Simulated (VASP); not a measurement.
# La (Pmmn) in VASP: a series of runs

La is run at these levels: PBE; tasks: single point, relaxation of cell and atoms.

Everything below comes from runs of VASP 6.6.1. Logs are shortened: lines on timing, memory, paths and dates and some standing lists are left out, and cuts for length are marked.

## (1) The cell of the first run

It takes space group Pmmn (No. 59, orthorhombic). Conventional cell: a = 3.294 Å, b = 3.539 Å, c = 4.207 Å, α = 90.00°, β = 90.00°, γ = 90.00°. La (site symmetry mm2) has 6 La at 2.43 to 3.29 Å within 3.3 Å.

The cell was built from a structure type or drawn by symmetry, and may not be a known phase.

## (2) Single point, PBE

INCAR reads:

```
ALGO = Normal ; EDIFF = 1E-7
ENCUT = 520 ; GGA = PE
ISIF = 2 ; ISMEAR = 0
LASPH = T ; LCHARG = T
LELF = T ; LREAL = F
LVHAR = T ; LWAVE = F
NBANDS = 18 ; NELM = 60
PREC = Accurate ; SIGMA = 0.1
```

KPOINTS reads:

```
k-points
0
Gamma
  6 6 4
```

POSCAR reads:

```
La
1.0
    3.2937238900      0.0000000000      0.0000000000
    0.0000000000      3.5389917200      0.0000000000
    0.0000000000      0.0000000000      4.2073736300
La
2
Direct
    0.0000000000      0.0000000000      0.0302958800
    0.5000000000      0.5000000000      0.9697041200
```

Potentials or basis: VASP PAW PBE potentials, release 64 (La).

The run is started by

```sh
> cat potpaw_PBE.64/La/POTCAR > POTCAR
> mpirun -np 1 vasp_std > vasp.out
```

OUTCAR:

```text
EDIFF = 1E-7
   ENCUT = 520
   GGA = PE
   ISIF = 2
   ISMEAR = 0
   LASPH = T
   LREAL = F
   NELM = 60
   PREC = Accurate

 ion  position               nearest neighbor table
   1  0.000  0.000  0.030-   2 2.43   2 2.43   2 2.43   2 2.43
   2  0.500  0.500  0.970-   1 2.43   1 2.43   1 2.43   1 2.43

  LATTYP: Found a simple orthorhombic cell.
 ALAT       =     3.2937238900
 B/A-ratio  =     1.0744652066
 C/A-ratio  =     1.2773911143

  Lattice vectors:

 A1 = (   3.2937238900,   0.0000000000,   0.0000000000)
 A2 = (   0.0000000000,   3.5389917200,   0.0000000000)
 A3 = (   0.0000000000,   0.0000000000,   4.2073736300)

Analysis of symmetry for initial positions (statically):
=====================================================================
 Subroutine PRICEL returns:
 Original cell was already a primitive cell.

 Routine SETGRP: Setting up the symmetry group for a
 simple orthorhombic supercell.

 Subroutine GETGRP returns: Found  8 space group operations
 (whereof  4 operations were pure point group operations)
 out of a pool of  8 trial point group operations.

The static configuration has the point symmetry C_2v.
 The point group associated with its full space group is D_2h.

Analysis of symmetry for dynamics (positions and initial velocities):
=====================================================================
 Subroutine PRICEL returns:
 Original cell was already a primitive cell.

 Routine SETGRP: Setting up the symmetry group for a
 simple orthorhombic supercell.

 Subroutine GETGRP returns: Found  8 space group operations
 (whereof  4 operations were pure point group operations)
 out of a pool of  8 trial point group operations.

The dynamic configuration has the point symmetry C_2v.
 The point group associated with its full space group is D_2h.

 Subroutine INISYM returns: Found  8 space group operations
 (whereof  4 operations are pure point group operations),
 and found     1 'primitive' translations

----------------------------------------------------------------------------------------

                                     Primitive cell

  volume of cell :      49.0431

  direct lattice vectors                    reciprocal lattice vectors
     3.293723890  0.000000000  0.000000000     0.303607720  0.000000000  0.000000000
     0.000000000  3.538991720  0.000000000     0.000000000  0.282566358  0.000000000
     0.000000000  0.000000000  4.207373630     0.000000000  0.000000000  0.237677964

  length of vectors
     3.293723890  3.538991720  4.207373630     0.303607720  0.282566358  0.237677964

  position of ions in fractional coordinates (direct lattice)
     0.000000000  0.000000000  0.030295880
     0.500000000  0.500000000  0.969704120

  ion indices of the primitive-cell ions
   primitive index   ion index
                 1           1
                 2           2

----------------------------------------------------------------------------------------

 KPOINTS: k-points

Automatic generation of k-mesh.
 Grid dimensions read from file:
 generate k-points for:    6    6    4

 Generating k-lattice:

  Cartesian coordinates                     Fractional coordinates (reciprocal lattice)
     0.050601287  0.000000000  0.000000000     0.166666667  0.000000000  0.000000000
     0.000000000  0.047094393  0.000000000     0.000000000  0.166666667  0.000000000
     0.000000000  0.000000000  0.059419491     0.000000000  0.000000000  0.250000000

  Length of vectors
     0.050601287  0.047094393  0.059419491

  Shift w.r.t. Gamma in fractional coordinates (k-lattice)
     0.000000000  0.000000000  0.000000000

 Subroutine IBZKPT returns following result:
 ===========================================

 Found     48 irreducible k-points:

 Following reciprocal coordinates:
            Coordinates               Weight
  0.000000  0.000000  0.000000      1.000000
  0.166667  0.000000  0.000000      2.000000
  0.333333  0.000000  0.000000      2.000000
  0.500000  0.000000  0.000000      1.000000
  0.000000  0.166667  0.000000      2.000000
  0.166667  0.166667  0.000000      4.000000
[... 16 lines left out ...]
  0.333333  0.166667  0.250000      8.000000
  0.500000  0.166667  0.250000      4.000000
 [... further k-points ...]
   k-points           NKPTS =     48   k-points in BZ     NKDIM =     48   number of bands    NBANDS=     18
   number of dos      NEDOS =    301   number of ions     NIONS =      2
   total plane-waves  NPLWV =  21504
   dimension x,y,z NGX =    24 NGY =   28 NGZ =   32
   dimension x,y,z NGXF=    48 NGYF=   56 NGZF=   64
   ions per type =               2
   NGX,Y,Z   is equivalent  to a cutoff of  12.11, 13.15, 12.64 a.u.
   NGXF,Y,Z  is equivalent  to a cutoff of  24.23, 26.31, 25.29 a.u.
 SYSTEM =  unknown system
   PREC   = accura    normal or accurate (medium, high low for compatibility)
   ISTART =      0    job   : 0-new  1-cont  2-samecut
   ICHARG =      2    charge: 1-file 2-atom 10-const
   ISPIN  =      1    spin polarized calculation?
   LNONCOLLINEAR =      F non collinear calculations
   LSORBIT =      F    spin-orbit coupling
   LASPH  =      T    aspherical Exc in radial PAW
   ENCUT  =  520.0 eV  38.22 Ry    6.18 a.u.   6.12  6.58  7.82*2*pi/ulx,y,z
   NELM   =     60;   NELMIN=  2; NELMDL= -5     # of ELM steps
   EDIFF  = 0.1E-06   stopping-criterion for ELM
   LREAL  =      F    real-space projection
   EDIFFG = 0.1E-05   stopping-criterion for IOM
   NSW    =      0    number of steps for IOM
   IBRION =     -1    ionic relax: 0-MD 1-quasi-New 2-CG
   NFREE  =      0    steps in history (QN), initial steepest desc. (CG)
   ISIF   =      2    stress and relaxation
   ISYM   =      2    0-nonsym 1-usesym 2-fastsym
   POTIM  = 0.5000    time-step for ionic-motion
   TEBEG  =    0.0;   TEEND  =   0.0 temperature during run
   PSTRESS=    0.0 pullay stress
   NELECT =      22.0000    total number of electrons
   NUPDOWN=      -1.0000    fix difference up-down
   EMIN   =  10.00;   EMAX   =-10.00  energy-range for DOS
   EFERMI =   0.00;   METHOD = LEGACY
   ISMEAR =     0;   SIGMA  =   0.10  broadening in eV -4-tet -1-fermi 0-gaus
   EFERMI_NEDOS =   21; number of points for ismear=-14 and -15
   IALGO  =     38    algorithm
   IMIX   =      4    mixing-type and parameters
     AMIX     =   0.40;   BMIX     =  1.00
     AMIX_MAG =   1.60;   BMIX_MAG =  1.00
  volume/ion in A,a.u.               =      24.52       165.48
  Fermi-wavevector in a.u.,A,eV,Ry     =   1.253208  2.368220 21.368358  1.570530
  Thomas-Fermi vector in A             =   2.387072
   LORBIT       =      0    0 simple, 1 ext, 2 COOP (PROOUT), +10 PAW based schemes
   GGA     = PE    functional components
   LHFCALC =     F    Hartree Fock is set to
   AEXX    =    0.0000 exact exchange contribution
   IVDW    =     0    specifies the selected vdW correction
   LEPSILON=     F    determine dielectric tensor
   LRPA    =     F    only Hartree local field effects (RPA)
 non-spin polarized calculation
 Gauss-broadening in eV      SIGMA  =   0.10
  energy-cutoff  :      520.00
  volume of cell :       49.04
 maximum number of plane-waves:      1340
   NGX = 13   NGY = 13   NGZ = 15

 number of electron      22.0000000 magnetization

 Free energy of the ion-electron system (eV)
  ---------------------------------------------------
  ext. energy  EPLUGINS =         0.00000000
  ---------------------------------------------------
  free energy    TOTEN  =        -1.86903806 eV

  energy without entropy =       -1.86420908  energy(sigma->0) =       -1.86662357

 E-fermi :  11.5735     XC(G=0): -10.8436

 val. band max:       11.5663724405   @ k =   0.1667   0.0000   0.2500
 cond. band min:      11.6956656773   @ k =   0.3333   0.0000   0.5000
 fundamental gap:      0.1292932368
 Fermi energy:        11.5735301011

 k-point     1 :       0.0000    0.0000    0.0000
  band No.  band energies     occupation
      1     -23.5015      2.00000
      2     -17.1012      2.00000
      3      -8.9975      2.00000
      4      -7.8733      2.00000
      5      -6.0489      2.00000
      6      -1.7951      2.00000
[... 10 lines left out ...]
     17      14.2775      0.00000
     18      14.4389      0.00000

 k-point     2 :       0.1667    0.0000    0.0000
  band No.  band energies     occupation
      1     -23.1977      2.00000
      2     -17.7486      2.00000
      3      -8.5975      2.00000
      4      -7.5743      2.00000
      5      -5.6824      2.00000
      6      -2.1992      2.00000
[... 10 lines left out ...]
     17      14.4325      0.00000
     18      14.5590      0.00000

 k-point     3 :       0.3333    0.0000    0.0000
  band No.  band energies     occupation
      1     -22.3102      2.00000
      2     -19.2589      2.00000
      3      -7.4150      2.00000
      4      -6.6529      2.00000
      5      -4.7450      2.00000
      6      -3.4483      2.00000
[... 10 lines left out ...]
     17      14.7618      0.00000
     18      14.8070      0.00000

 k-point     4 :       0.5000    0.0000    0.0000
  band No.  band energies     occupation
      1     -20.9271      2.00000
      2     -20.9271      2.00000
      3      -5.5098      2.00000
      4      -5.5098      2.00000
      5      -5.1710      2.00000
      6      -5.1710      2.00000
[... 375 lines left out ...]
      4      -6.4233      2.00000
      5      -5.1945      2.00000
      6      -3.2364      2.00000
[... 10 lines left out ...]
     17      14.5653      0.00000
     18      14.6786      0.00000

 k-point    23 :       0.3333    0.1667    0.2500
  band No.  band energies     occupation
      1     -22.0776      2.00000
      2     -19.3630      2.00000
      3      -9.1956      2.00000
      4      -5.8309      2.00000
      5      -5.4101      2.00000
      6      -3.4671      2.00000
[... 10 lines left out ...]
     17      14.7906      0.00000
     18      15.2252      0.00000

 k-point    24 :       0.5000    0.1667    0.2500
  band No.  band energies     occupation
      1     -20.7958      2.00000
      2     -20.7958      2.00000
      3      -7.9877      2.00000
      4      -7.9877      2.00000
      5      -4.2474      2.00000
      6      -4.2474      2.00000
[... 10 lines left out ...]
     17      15.0026      0.00000
     18      15.0026      0.00000

 [... further k-points ...]

------------------------ aborting loop because EDIFF is reached ----------------------------------------

  FORCE on cell =-STRESS in cart. coord.  units (eV):
  Direction    XX          YY          ZZ          XY          YZ          ZX
  --------------------------------------------------------------------------------------
  -------------------------------------------------------------------------------------
  Total       35.5807341     38.7237356     -1.3444500      0.0000000      0.0000000      0.0000000
  in kB     1162.3787696   1265.0567602    -43.9215274      0.0000000      0.0000000      0.0000000
  external PRESSURE =     794.5046675 kB  Pullay stress =       0.0000000 kB

 VOLUME and BASIS-vectors are now :
 -----------------------------------------------------------------------------
  energy-cutoff  :      520.00
  volume of cell :       49.04
      direct lattice vectors                 reciprocal lattice vectors
     3.293723890  0.000000000  0.000000000     0.303607720  0.000000000  0.000000000
     0.000000000  3.538991720  0.000000000     0.000000000  0.282566358  0.000000000
     0.000000000  0.000000000  4.207373630     0.000000000  0.000000000  0.237677964

 POSITION                                       TOTAL-FORCE (eV/Angst)
 -----------------------------------------------------------------------------------
      0.00000      0.00000      0.12747         0.000000      0.000000      2.861987
      1.64686      1.76950      4.07991         0.000000      0.000000     -2.861987
 -----------------------------------------------------------------------------------
    total drift:                               -0.000000     -0.000000     -0.000000

  FREE ENERGIE OF THE ION-ELECTRON SYSTEM (eV)
  ---------------------------------------------------
  free  energy   TOTEN  =        -1.8690380635 eV

  energy  without entropy=       -1.8642090849  energy(sigma->0) =       -1.86662357
```

It took 22 s on 1 thread of Intel Xeon 6975P-C (Granite Rapids), shared host; peak memory 0.18 GiB.

Results:

- Free energy: -1.8690 eV
- Pressure: 79.5 GPa
- Largest force: 2.862 eV/Å
- Band gap on the k mesh: zero (bands 11 and 12 overlap by 1.89 eV)

Forces in eV/Å, atoms in the order of the input:
```
La   0.000  0.000  2.862
La   0.000  0.000 -2.862
```

Stress tensor (GPa, compression positive):
```
116.24   0.00   0.00
  0.00 126.51   0.00
  0.00   0.00  -4.39
```

Levels at points of the mesh, in eV from the Fermi level:
| k point | band 9 | band 10 | band 11 | band 12 | band 13 | band 14 |
| --- | --- | --- | --- | --- | --- | --- |
| (0.00, 0.00, 0.00) | -6.20 | -3.28 | -1.78 | 0.32 | 1.61 | 1.63 |
| (0.50, 0.00, 0.00) | -0.96 | -0.96 | 0.80 | 0.80 | 1.30 | 1.30 |
| (0.00, 0.50, 0.00) | -1.35 | -1.35 | -0.57 | -0.57 | 1.51 | 1.51 |
| (0.50, 0.50, 0.00) | -1.98 | -1.98 | 0.78 | 0.78 | 0.96 | 0.96 |
| (0.00, 0.00, 0.50) | -6.11 | -1.75 | -0.46 | 0.90 | 1.08 | 1.13 |
| (0.50, 0.00, 0.50) | -0.33 | -0.33 | 0.90 | 0.90 | 1.27 | 1.27 |
| (0.00, 0.50, 0.50) | -0.67 | -0.67 | 0.20 | 0.20 | 1.63 | 1.63 |
| (0.50, 0.50, 0.50) | -3.09 | -3.09 | 0.93 | 0.93 | 2.44 | 2.44 |

Caveat: the k points lie up to 0.37 Å⁻¹ apart, too coarse for converged energies and pressures of a metal; spin-orbit coupling is left out, which moves the levels of the heavy elements; forces of over 1 eV/Å act on the atoms, so gaps and moduli don't describe the material at rest.

## (3) Relaxation of cell and atoms, PBE

INCAR reads:

```
SYSTEM = La
PREC = Accurate ; ENCUT = 600
EDIFF = 1E-6 ; ISMEAR = 0
SIGMA = 0.1 ; LREAL = .False.
LASPH = .True. ; NELM = 80
ALGO = Normal ; ISIF = 3
LWAVE = .False. ; LCHARG = .False.
GGA = PE ; IBRION = 2
NSW = 90 ; EDIFFG = -0.04
```

KPOINTS reads:

```
Automatic mesh
0
Gamma
  6 6 4
  0 0 0
```

POSCAR is that of step 2.

Potentials or basis: VASP PAW PBE potentials, release 64 (La).

The run is started by

```sh
> cat potpaw_PBE.64/La/POTCAR > POTCAR
> mpirun -np 1 vasp_std > vasp.out
```

Wall time 11 min (1 thread of Intel Xeon 6975P-C (Granite Rapids), shared host); peak memory 0.22 GiB.

It converged, with:

```
Free energy                           : -9.7220 eV
Relaxed volume                        : 37.22 Å³/atom
Relaxed cell                          : a = 3.711 Å, b = 5.321 Å, c = 3.770 Å, α = 90.00°, β = 90.00°, γ = 90.00°
Space group after relaxing (to 0.1 Å) : Fm-3m (No. 225)
Energy gained by relaxing             : 3925.7 meV/atom
Ionic steps                           : 36
Pressure after relaxing               : -0.1 GPa
Largest force after relaxing          : 0.018 eV/Å
Band gap on the k mesh                : zero (bands 11 and 12 overlap by 2.60 eV)
```

Forces on the atoms (eV/Å):
```
La   0.000  0.000  0.018
La   0.000  0.000 -0.018
```

Step by step:
| step | energy change (eV) | largest force (eV/Å) | pressure (GPa) | volume (Å³) |
| --- | --- | --- | --- | --- |
| 1 | 0.0000 | 2.8627 | 79.47 | 49.04 |
| 2 | -4.2475 | 0.0734 | -5.31 | 170.61 |
| 3 | -4.8885 | 0.0870 | -5.31 | 151.03 |
| 4 | -5.3491 | 0.1116 | -5.34 | 136.85 |
| 5 | -6.5497 | 0.2283 | -1.90 | 87.73 |
| 6 | -6.7171 | 0.2174 | -1.49 | 82.32 |
| 7 | -6.8818 | 0.3460 | -0.59 | 75.53 |
| 8 | -6.7039 | 0.0912 | 7.88 | 61.90 |
| 9 | -6.9383 | 0.3694 | 0.00 | 72.76 |
| 10 | -6.9826 | 0.3094 | 2.16 | 67.34 |
| 11 | -6.9882 | 0.3122 | 1.46 | 68.82 |
| 12 | -7.0338 | 0.2893 | 0.72 | 71.34 |
| 13 | -7.0361 | 0.2776 | 0.68 | 72.03 |
| 14 | -7.0685 | 0.3101 | -0.44 | 75.02 |
| 15 | -7.0862 | 0.3220 | -1.46 | 78.59 |
| 16 | -7.1052 | 0.3219 | -1.52 | 78.90 |
| 17 | -7.1790 | 0.3440 | -1.81 | 79.77 |
| 18 | -7.3327 | 0.3423 | -2.31 | 81.20 |
| 19 | -7.4598 | 0.3237 | -2.65 | 82.70 |
| 20 | -7.4554 | 0.3889 | -2.65 | 82.35 |
| 21 | -7.5268 | 0.3642 | -1.88 | 79.13 |
| 22 | -7.5480 | 0.3251 | -1.20 | 76.77 |
| 23 | -7.5939 | 0.3611 | -0.68 | 74.71 |
| 24 | -7.6578 | 0.4159 | 0.62 | 70.30 |
| 25 | -7.5752 | 0.4780 | 4.56 | 61.65 |
| 26 | -7.6658 | 0.4250 | 1.49 | 67.93 |
| 27 | -7.7056 | 0.3985 | 1.13 | 69.05 |
| 28 | -7.7745 | 0.3045 | 0.32 | 72.05 |
| 29 | -7.7099 | 0.0325 | -0.63 | 77.03 |
| 30 | -7.7972 | 0.2067 | -0.07 | 73.75 |
| 31 | -7.8289 | 0.0973 | -0.10 | 74.35 |
| 32 | -7.8339 | 0.0345 | -0.12 | 74.66 |
| 33 | -7.8440 | 0.0433 | 0.06 | 74.10 |
| 34 | -7.8472 | 0.0344 | 0.23 | 73.60 |
| 35 | -7.8512 | 0.0108 | -0.23 | 74.64 |
| 36 | -7.8514 | 0.0184 | -0.12 | 74.44 |

Final structure:
```cif
data_structure
_symmetry_space_group_name_H-M 'P 1'
_symmetry_Int_Tables_number 1
_cell_length_a 3.7108
_cell_length_b 5.3211
_cell_length_c 3.7700
_cell_angle_alpha 90.000
_cell_angle_beta 90.000
_cell_angle_gamma 90.000
_cell_volume 74.44
loop_
_atom_site_label
_atom_site_type_symbol
_atom_site_fract_x
_atom_site_fract_y
_atom_site_fract_z
_atom_site_occupancy
La1 La 0.00000 0.00000 0.24873 1
La2 La 0.50000 0.50000 0.75127 1
```

Levels at points of the mesh, in eV from the Fermi level:
```csv
k point,band 8,band 9,band 10,band 11,band 12,band 13,band 14,band 15
"(0.00, 0.00, 0.00)",-15.82,-3.16,-1.95,-1.35,1.33,1.42,1.46,1.63
"(0.50, 0.00, 0.00)",-16.04,-0.35,-0.35,0.28,0.28,0.30,0.30,1.64
"(0.00, 0.50, 0.00)",-16.06,-1.47,-1.47,-0.45,-0.45,1.08,1.08,1.77
"(0.50, 0.50, 0.00)",-16.03,-1.70,-1.70,1.23,1.23,1.32,1.35,1.35
"(0.00, 0.00, 0.50)",-15.99,-0.41,-0.41,0.25,0.27,0.31,0.34,1.77
"(0.50, 0.00, 0.50)",-16.32,-1.95,-1.95,-1.37,-1.37,1.90,1.90,1.92
"(0.00, 0.50, 0.50)",-15.99,-1.68,-1.68,1.22,1.22,1.34,1.43,1.43
"(0.50, 0.50, 0.50)",-16.35,-0.82,-0.82,0.40,0.40,0.49,0.49,1.34
```

Caveat: the k points lie up to 0.42 Å⁻¹ apart in the final cell, too coarse for converged energies and pressures of a metal; the volume moved by over 15 % at a fixed basis, so the end points are rough; spin-orbit coupling is left out, which moves the levels of the heavy elements.
